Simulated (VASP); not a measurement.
A run of VASP 6.6.1:

INCAR

```
SYSTEM = GeBi3
PREC = Accurate ; ENCUT = 520
EDIFF = 1E-7 ; ISMEAR = 0
SIGMA = 0.1 ; LREAL = .FALSE.
LASPH = .TRUE. ; NELM = 100
ALGO = Fast ; ISIF = 2
LWAVE = .FALSE. ; LCHARG = .FALSE.
GGA = PE ; NBANDS = 69
```

KPOINTS

```
regular mesh
0
G
  6 6 8
  0 0 0
```

The input POSCAR:

```
GeBi3
1.0
    6.8443446079      0.0000000000      0.0000000000
   -3.4221723039      5.9273763027      0.0000000000
    0.0000000000      0.0000000000      5.7256157378
Ge Bi
2 6
Direct
    0.3333333333      0.6666666667      0.2500000000
    0.6666666667      0.3333333333      0.7500000000
    0.8267452681      0.6534905363      0.2500000000
    0.1732547319      0.8267452681      0.7500000000
    0.3465094637      0.1732547319      0.2500000000
    0.1732547319      0.3465094637      0.7500000000
    0.8267452681      0.1732547319      0.2500000000
    0.6534905363      0.8267452681      0.7500000000
```

Potentials or basis: VASP PAW PBE potentials, release 64 (Ge_d, Bi_d).

Launch:

```sh
$ cat potpaw_PBE.64/Ge_d/POTCAR potpaw_PBE.64/Bi_d/POTCAR > POTCAR
$ mpirun -np 1 vasp_std > vasp.out
```

Hardware: 1 thread of Intel(R) Xeon(R) Platinum 8488C (Sapphire Rapids) (shared host).

**Question.** Estimate the wall time of this run.

**Answer.** Wall time 25 min on 1 thread of Intel(R) Xeon(R) Platinum 8488C (Sapphire Rapids), on a shared host, peak memory 0.63 GiB. Counts: scf iterations 33, k points 35.
